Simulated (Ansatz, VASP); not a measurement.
## One calculation of NbRu3C, two programs

INCAR

```
PREC = Accurate
ENCUT = 520
EDIFF = 1E-6
ISMEAR = -1
SIGMA = 0.05
LREAL = False
LASPH = True
NELM = 100
ALGO = Normal
ISIF = 2
LWAVE = False
LCHARG = False
GGA = RP
NBANDS = 38
```

File KPOINTS:

```
Automatic mesh
0
Gamma
  7 7 7
```

File POSCAR:

```
NbRu3C
1.0
    4.0651380000      0.0000000000      0.0000000000
    0.0000000000      4.0651380000      0.0000000000
    0.0000000000      0.0000000000      4.0651380000
Ru Nb C
3 1 1
Direct
    0.5000000000      0.5000000000      0.0000000000
    0.5000000000      0.0000000000      0.5000000000
    0.0000000000      0.5000000000      0.5000000000
    0.0000000000      0.0000000000      0.0000000000
    0.5000000000      0.5000000000      0.5000000000
```

File input.yaml:

```yaml
crystal:
  lattice:
    - [4.065138, 0.0, 0.0]
    - [0.0, 4.065138, 0.0]
    - [0.0, 0.0, 4.065138]
  atoms:
    - { symbol: Ru, position: [0.5, 0.5, 0.0] }
    - { symbol: Ru, position: [0.5, 0.0, 0.5] }
    - { symbol: Ru, position: [0.0, 0.5, 0.5] }
    - { symbol: Nb, position: [0.0, 0.0, 0.0] }
    - { symbol: C, position: [0.5, 0.5, 0.5] }
hamiltonian:
  xc: rpbe
  pseudopotentials: { kind: paw }
kpoints:
  mp_grid: { grid: [7, 7, 7] }
scf:
  occupations: { method: fermi_dirac, width: 0.05 }
  n_extra_bands: 12
output:
  forces: true
  stress: true
  eigenvalues: true
  dos: { projected: true, de: 0.05, nscf_kmesh: { grid: [11, 11, 11] } }
```

Alike in both runs: functional RPBE; k mesh 7 × 7 × 7; occupations fermi-dirac, width 0.05 eV; no spin polarisation.

|  | VASP | Ansatz |
| --- | --- | --- |
| version | VASP 6.6.1 | Ansatz 0.2.0 |
| potentials or method | VASP PAW PBE potentials, release 64 (Ru_pv, Nb_sv, C) | Ansatz PAW |
| plane-wave cutoff (eV) | 520 | 420 |
| valence electrons in the cell | 59 | 65 |
| task | single point | projected density of states |

```csv
,VASP,Ansatz,Ansatz less VASP
gap on the k mesh at the Fermi level (eV),none,none,-
pressure (GPa),0.4,0.5,+0.10
```

VASP's potentials were made for PBE, not for RPBE. A gap of «none» marks a metal or a gap that the smearing closes. The functional is the same, so the differences come from potentials, cutoffs and numerics. VASP's potentials hold 59 valence electrons a cell and Ansatz's 65, so a difference there can come from the potentials and not from the codes.
